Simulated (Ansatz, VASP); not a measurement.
# Bi in VASP and in Ansatz

```
Bi
1.0
     2.35199    1.40572    4.00778
    -2.19400    1.33753    3.93959
     0.01994   -2.56532    3.91463
Bi
2
Direct
  0.23389 0.23389 0.23389
  0.76611 0.76611 0.76611
```

Change from the starting cell: equal xy, yz and zx shear strains of +3 %, crystal datasets.

Alike in both runs: task electric field gradients; functional LDA; k mesh 11 × 11 × 11; occupations fermi-dirac, width 0.03 eV; no spin polarisation.

```csv
,VASP,Ansatz
version,VASP 6.6.1,Ansatz 0.2.0
potentials or method,"VASP PAW LDA potentials, release 64 (Bi_d), cutoff 520 eV","all-electron PAW with datasets made for the crystal, scalar-relativistic"
```

VASP gave:

```
pressure (GPa)                                                : -1.7
traceless stress, the component that is largest in VASP (GPa) : -1.27
rms of the force components (eV/Å)                            : 0.116
size of Vzz on the site where it differs most (V/Å²)          : 57.4
```

Estimate Ansatz's values.

pressure (GPa): -1.8; traceless stress, the component that is largest in VASP (GPa): -1.26; rms of the force components (eV/Å): 0.112; size of Vzz on the site where it differs most (V/Å²): 58.2.

LDA's correlation is that of Perdew and Zunger in VASP and of Perdew and Wang (1992) in Ansatz. Atom by atom the forces differ by 0.012 eV/Å (rms over components). Ansatz ran all-electron here, and VASP with PAW potentials.

Spin-orbit coupling is off throughout.
